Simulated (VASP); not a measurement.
Runs of VASP 6.6.1 on Mo. The structure is that of space group P6/mmm (No. 191), or close to it. The cells are those of the table. This isn't the form of Mo at room conditions, which is bcc.

| cell | gap on the mesh (eV) | pressure (GPa) |
| --- | --- | --- |
| a = 2.736, b = 2.736, c = 2.517 Å, angles 90.0, 90.0, 120.0°, 1 atom | none | 5.0 |
| a = 2.694, b = 2.694, c = 2.517 Å, angles 90.0, 90.0, 120.0°, 1 atom | none | 12.9 |
| a = 2.777, b = 2.777, c = 2.517 Å, angles 90.0, 90.0, 120.0°, 1 atom | none | -1.7 |
| a = 2.777, b = 2.777, c = 2.632 Å, angles 90.0, 90.0, 120.0°, 1 atom | none | -10.2 |
| a = 2.694, b = 2.694, c = 2.632 Å, angles 90.0, 90.0, 120.0°, 1 atom | none | 2.6 |
| a = 2.653, b = 2.653, c = 2.632 Å, angles 90.0, 90.0, 120.0°, 1 atom | none | (b) |
| a = 2.653, b = 2.653, c = 2.555 Å, angles 90.0, 90.0, 120.0°, 1 atom | none | 17.7 |
| a = 2.653, b = 2.653, c = 2.479 Å, angles 90.0, 90.0, 120.0°, 1 atom | none | 26.5 |
| a = 2.736, b = 2.736, c = 2.594 Å, angles 90.0, 90.0, 120.0°, 1 atom | none | (a) |
| a = 2.777, b = 2.777, c = 2.479 Å, angles 90.0, 90.0, 120.0°, 1 atom | none | 1.8 |

Alike in all rows: task single point; level r2SCAN; potentials or basis VASP PAW PBE potentials, release 64 (Mo_sv); no spin polarisation; k mesh 18 × 18 × 18; cutoff (eV) 520; smearing gaussian 0.15 eV.

**Question.** Fill in the values left out.

**Answer.** (a) -1.6; (b) 10.7.

Caveats: the PAW data sets were made with another functional, which shifts forces and pressure a little; the cell stands under pressure (at least some runs); the stress differs along the axes, from 9 to 15 GPa (at least some runs); the stress differs along the axes, from -16 to -7 GPa (at least some runs); the stress differs along the axes, from -12 to 10 GPa (at least some runs); the stress differs along the axes, from -9 to 21 GPa (at least some runs); the stress differs along the axes, from 4 to 24 GPa (at least some runs).

A k mesh can miss the band edges, and the runs leave out spin-orbit coupling on Mo.

A gap of «none» marks levels without a gap at the run's occupations.
